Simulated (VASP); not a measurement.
# Si8O15 (a cell with a defect) in VASP: single point with PBE+D3(BJ)

Aim: the single point of Si8O15 (a cell with a defect) with PBE+D3(BJ).

The COD entry that gives the cell may itself be a prediction, so a difference from it is no test against experiment.

Everything below comes from runs of VASP 6.6.1. Logs are shortened: lines on timing, memory, paths and dates and some standing lists are left out, and cuts for length are marked.

### Step 1. The cell of the first run

The cell holds a defect, 23 atoms: a = 5.974 Å, b = 5.974 Å, c = 5.379 Å, α = 90.00°, β = 90.00°, γ = 90.00°.

### Step 2. Single point, PBE+D3(BJ)

Input file INCAR:

```
SYSTEM = Si8O15
PREC = Accurate
ENCUT = 520
EDIFF = 1E-6
ISMEAR = -1
SIGMA = 0.05
LREAL = Auto
LASPH = .True.
NELM = 80
ALGO = Normal
ISIF = 2
LWAVE = .False.
LCHARG = .True.
GGA = PE
IVDW = 12
LELF = .True.
LVHAR = .True.
NBANDS = 78
```

Input file KPOINTS:

```
Automatic mesh
0
Gamma
  2 2 2
  0 0 0
```

Input file POSCAR:

```
Si8O15
1.0
   -4.2244000000     -4.2244000000      0.0000000000
    4.2244000000     -4.2244000000      0.0000000000
    0.0000000000      0.0000000000      5.3792000000
Si O
8 15
Direct
    0.4996954597      0.4996561642      0.0006830012
   -0.0002915207      0.4999598760      0.2467212597
    0.4996973535      0.4989280134      0.5006794691
   -0.0002925859      0.4999614146      0.7546412106
   -0.0002905738     -0.0000394139      0.0006807704
    0.4996758119     -0.0016917195      0.2205370687
   -0.0005177067      0.0000137298      0.5006813281
    0.4996947496     -0.0016770429      0.7808218694
    0.1961214610      0.5002607471      0.0006803986
   -0.0002594451      0.1984658176      0.2368251785
    0.8032822413      0.5002614572      0.0006824435
   -0.0002583799      0.8015262522      0.2369969512
    0.1937597055      0.4999021163      0.5006818858
   -0.0002624041      0.1984664094      0.7645374777
    0.8056445886      0.4999024714      0.5006798409
   -0.0002613389      0.8015261339      0.7643651472
    0.6965869709     -0.0002568412      0.0006870910
    0.4996902519      0.6939668355      0.2443952632
    0.3028118786     -0.0002560127      0.0006716612
    0.4996902519      0.3063804327      0.2437144929
    0.4996951046      0.6939693211      0.7569659057
    0.4998431730      0.0021843339      0.5007183224
    0.4996952230      0.3063752249      0.7576485351
```

Potentials or basis: VASP PAW PBE potentials, release 64 (Si, O).

Command:

```sh
$ cat potpaw_PBE.64/Si/POTCAR potpaw_PBE.64/O/POTCAR > POTCAR
$ mpirun -np 1 vasp_std > vasp.out
```

OUTCAR:

```text
SYSTEM = Si8O15
   PREC = Accurate
   ENCUT = 520
   EDIFF = 1E-6
   ISMEAR = -1
   LREAL = Auto
   LASPH = .True.
   NELM = 80
   ISIF = 2
   GGA = PE
   IVDW = 12
 IVDW          = 12

 ion  position               nearest neighbor table
   1  0.500  0.500  0.001-  20 1.74  23 1.74  18 1.75  21 1.75   9 1.81  11 1.81   3 2.69   3 2.69

   2  1.000  0.500  0.247-   9 1.77  11 1.77  13 1.79  15 1.79  10 1.80  12 1.80   4 2.65   4 2.73

   3  0.500  0.499  0.501-  20 1.80  23 1.80  18 1.81  21 1.81  13 1.83  15 1.83   1 2.69   1 2.69

   4  1.000  0.500  0.755-   9 1.77  11 1.77  13 1.79  15 1.79  14 1.80  16 1.80   2 2.65   2 2.73

   5  1.000  1.000  0.001-  14 1.74  10 1.74  16 1.74  12 1.74  19 1.81  17 1.81   7 2.69   7 2.69

   6  0.500  0.998  0.221-  22 1.51  19 1.67  17 1.67  18 1.82  20 1.84   8 2.37   8 3.01
   7  0.999  0.000  0.501-  16 1.85  12 1.85  10 1.85  14 1.85   5 2.69   5 2.69
   8  0.500  0.998  0.781-  22 1.51  19 1.67  17 1.67  21 1.82  23 1.84   6 2.37   6 3.01
   9  0.196  0.500  0.001-   4 1.77   2 1.77   1 1.81
  10  1.000  0.198  0.237-   5 1.74   2 1.80   7 1.85
  11  0.803  0.500  0.001-   2 1.77   4 1.77   1 1.81
  12  1.000  0.802  0.237-   5 1.74   2 1.80   7 1.85
  13  0.194  0.500  0.501-   4 1.79   2 1.79   3 1.83
  14  1.000  0.198  0.765-   5 1.74   4 1.80   7 1.85
  15  0.806  0.500  0.501-   2 1.79   4 1.79   3 1.83
  16  1.000  0.802  0.764-   5 1.74   4 1.80   7 1.85
  17  0.697  1.000  0.001-   8 1.67   6 1.67   5 1.81
  18  0.500  0.694  0.244-   1 1.75   3 1.81   6 1.82
  19  0.303  1.000  0.001-   6 1.67   8 1.67   5 1.81
  20  0.500  0.306  0.244-   1 1.74   3 1.80   6 1.84
  21  0.500  0.694  0.757-   1 1.75   3 1.81   8 1.82
  22  0.500  0.002  0.501-   8 1.51   6 1.51
  23  0.500  0.306  0.758-   1 1.74   3 1.80   8 1.84

  LATTYP: Found a simple tetragonal cell.
 ALAT       =     5.9742037729
 C/A-ratio  =     0.9004045065

  Lattice vectors:

 A1 = (  -4.2244000000,  -4.2244000000,   0.0000000000)
 A2 = (   4.2244000000,  -4.2244000000,   0.0000000000)
 A3 = (   0.0000000000,   0.0000000000,   5.3792000000)

Analysis of symmetry for initial positions (statically):
=====================================================================
 Subroutine PRICEL returns:
 Original cell was already a primitive cell.

 Routine SETGRP: Setting up the symmetry group for a
 simple tetragonal supercell.

 Subroutine GETGRP returns: Found  1 space group operations
 (whereof  1 operations were pure point group operations)
 out of a pool of 16 trial point group operations.

The static configuration has the point symmetry C_1 .
[... 143 lines left out ...]
   NFREE  =      0    steps in history (QN), initial steepest desc. (CG)
   ISIF   =      2    stress and relaxation
   ISYM   =      2    0-nonsym 1-usesym 2-fastsym
   POTIM  = 0.5000    time-step for ionic-motion
   TEBEG  =    0.0;   TEEND  =   0.0 temperature during run
   PSTRESS=    0.0 pullay stress
   NELECT =     122.0000    total number of electrons
   NUPDOWN=      -1.0000    fix difference up-down
   EMIN   =  10.00;   EMAX   =-10.00  energy-range for DOS
   EFERMI =   0.00;   METHOD = LEGACY
   ISMEAR =    -1;   SIGMA  =   0.05  broadening in eV -4-tet -1-fermi 0-gaus
   EFERMI_NEDOS =   21; number of points for ismear=-14 and -15
   IALGO  =     38    algorithm
   IMIX   =      4    mixing-type and parameters
     AMIX     =   0.40;   BMIX     =  1.00
     AMIX_MAG =   1.60;   BMIX_MAG =  1.00
  volume/ion in A,a.u.               =       8.35        56.33
  Fermi-wavevector in a.u.,A,eV,Ry     =   1.407458  2.659710 26.952308  1.980939
  Thomas-Fermi vector in A             =   2.529715
   LORBIT       =      0    0 simple, 1 ext, 2 COOP (PROOUT), +10 PAW based schemes
   GGA     = PE    functional components
   LHFCALC =     F    Hartree Fock is set to
   AEXX    =    0.0000 exact exchange contribution
   IVDW    =    12    specifies the selected vdW correction
   LEPSILON=     F    determine dielectric tensor
   LRPA    =     F    only Hartree local field effects (RPA)
 non-spin polarized calculation
  energy-cutoff  :      520.00
  volume of cell :      191.99
 maximum number of plane-waves:      5232
 NGX is ok and might be reduce to    48
   NGX = 23   NGY = 23   NGZ = 21

 number of electron     121.9999939 magnetization

 Free energy of the ion-electron system (eV)
  ---------------------------------------------------
  ext. energy  EPLUGINS =         0.00000000
  ---------------------------------------------------
  free energy    TOTEN  =      -168.78318119 eV

  energy without entropy =     -168.77645896  energy(sigma->0) =     -168.77982007

 E-fermi :  11.2377     XC(G=0): -11.8814

 val. band max:       11.0648069508   @ k =   0.0000   0.0000   0.5000
 cond. band min:      11.4138946569   @ k =   0.5000   0.5000   0.5000
 fundamental gap:      0.3490877061
 Fermi energy:        11.2376596688

 k-point     1 :       0.0000    0.0000    0.0000
  band No.  band energies     occupation
      1     -15.3024      2.00000
      2     -13.7573      2.00000
      3     -13.3786      2.00000
      4     -12.8897      2.00000
      5     -12.4587      2.00000
      6     -12.1444      2.00000
[... 597 lines left out ...]
     72      16.6429      0.00000
     73      16.9850      0.00000
 [bands above 73 left out]

------------------------ aborting loop because EDIFF is reached ----------------------------------------

 Edisp (eV)   -5.31494

 E8    (eV) :    -1.8418

  FORCE on cell =-STRESS in cart. coord.  units (eV):
  Direction    XX          YY          ZZ          XY          YZ          ZX
  --------------------------------------------------------------------------------------
  -------------------------------------------------------------------------------------
  Total       5.61389     5.61592    34.91294     2.88518    -0.00188    -0.00034
  in kB      46.84862    46.86552   291.35281    24.07720    -0.01566    -0.00284
  external pressure =      128.36 kB  Pullay stress =        0.00 kB

 VOLUME and BASIS-vectors are now :
 -----------------------------------------------------------------------------
  energy-cutoff  :      520.00
  volume of cell :      191.99
      direct lattice vectors                 reciprocal lattice vectors
    -4.224400000 -4.224400000  0.000000000    -0.118360004 -0.118360004  0.000000000
     4.224400000 -4.224400000  0.000000000     0.118360004 -0.118360004  0.000000000
     0.000000000  0.000000000  5.379200000     0.000000000  0.000000000  0.185901249

 POSITION                                       TOTAL-FORCE (eV/Angst)
 -----------------------------------------------------------------------------------
     -0.00017     -4.22166      0.00367         0.004632     -0.003630     -0.001431
     -2.11114     -6.33520      1.32716         0.000839      0.000161      0.009181
     -0.00325     -4.21859      2.69326         0.005931     -0.005231      0.001974
     -2.11113     -6.33520      4.05937        -0.000074     -0.000676     -0.008382
      0.00106     -8.44741      0.00366         0.000222     -0.000864      0.000200
      2.10642     -6.32808      1.18631         0.020348     -0.020690      0.079223
[... 15 lines left out ...]
     -2.10231     -2.12077      2.69346        -0.023657      0.025088     -0.021129
     -0.81666     -3.40516      4.07554        -0.017477      0.016594      0.003304
 -----------------------------------------------------------------------------------
    total drift:                                0.001033     -0.009900     -0.013580

  FREE ENERGIE OF THE ION-ELECTRON SYSTEM (eV)
  ---------------------------------------------------
  free  energy   TOTEN  =      -174.0981187299 eV

  energy  without entropy=     -174.0913965011  energy(sigma->0) =     -174.09475762
```

OSZICAR:

```text
N       E                     dE             d eps       ncg     rms          rms(c)
DAV:   1     0.683834194295E+03    0.68383E+03   -0.68179E+04  1248   0.152E+03
DAV:   2    -0.146484953004E+03   -0.83032E+03   -0.81229E+03  1496   0.337E+02
DAV:   3    -0.187258863354E+03   -0.40774E+02   -0.40500E+02  1544   0.768E+01
DAV:   4    -0.187710808657E+03   -0.45195E+00   -0.45046E+00  1528   0.880E+00
DAV:   5    -0.187716203904E+03   -0.53952E-02   -0.53909E-02  1504   0.927E-01    0.357E+01
DAV:   6    -0.168636401801E+03    0.19080E+02   -0.75259E+01  1394   0.317E+01    0.165E+01
DAV:   7    -0.168736628429E+03   -0.10023E+00   -0.25101E+00  1480   0.585E+00    0.606E+00
DAV:   8    -0.168761099575E+03   -0.24471E-01   -0.12243E-01  1472   0.168E+00    0.246E+00
DAV:   9    -0.168781266331E+03   -0.20167E-01   -0.38123E-02  1472   0.110E+00    0.454E-01
DAV:  10    -0.168782849544E+03   -0.15832E-02   -0.54810E-03  1496   0.319E-01    0.327E-01
DAV:  11    -0.168783094841E+03   -0.24530E-03   -0.73416E-04  1456   0.149E-01    0.122E-01
DAV:  12    -0.168783174233E+03   -0.79392E-04   -0.15775E-04  1416   0.535E-02    0.175E-02
DAV:  13    -0.168783181166E+03   -0.69326E-05   -0.22689E-05  1520   0.228E-02    0.912E-03
DAV:  14    -0.168783181185E+03   -0.19512E-07   -0.22403E-06  1136   0.707E-03
   1 F= -.17409812E+03 E0= -.17409476E+03  d E =-.672223E-02
```

stdout:

```text
POSCAR found type information on POSCAR SiO
 POSCAR found :  2 types and      23 ions
 scaLAPACK will be used
 LDA part: xc-table for (Slater+PW92), standard interpolation
 POSCAR, INCAR and KPOINTS ok, starting setup
 FFT: planning ... GRIDC
 FFT: planning ... GRID_SOFT
 FFT: planning ... GRID
 WAVECAR not read
 entering main loop
```

It took 2.1 min on 1 thread of AMD EPYC 9R45 (Zen 5), shared host; peak memory 0.29 GiB.

Results:

```
Free energy                : -174.0981 eV
Pressure                   : 12.8 GPa
Largest force              : 0.084 eV/Å
Band gap on the k mesh     : zero (band 61 reaches 11.42 eV, above the bottom of band 62 at 10.92 eV)
Dispersion energy per atom : -0.231 eV
```

Forces on the atoms (eV/Å):
```
Si   0.005 -0.004 -0.001
Si   0.001  0.000  0.009
Si   0.006 -0.005  0.002
Si   0.000 -0.001 -0.008
Si   0.000 -0.001  0.000
Si   0.020 -0.021  0.079
Si   0.000  0.000  0.000
Si   0.019 -0.021 -0.062
O   -0.021 -0.020  0.001
O    0.015 -0.016  0.005
O    0.021  0.022 -0.001
O   -0.016  0.016  0.004
O   -0.011 -0.010  0.001
O    0.017 -0.017 -0.006
O    0.009  0.011  0.001
O   -0.018  0.018 -0.006
O   -0.045 -0.038  0.000
O    0.012 -0.011 -0.001
O    0.037  0.044 -0.001
O   -0.020  0.020 -0.002
O    0.007 -0.008  0.004
O   -0.024  0.025 -0.021
O   -0.017  0.017  0.003
```

Caveat: the k points lie up to 0.58 Å⁻¹ apart.
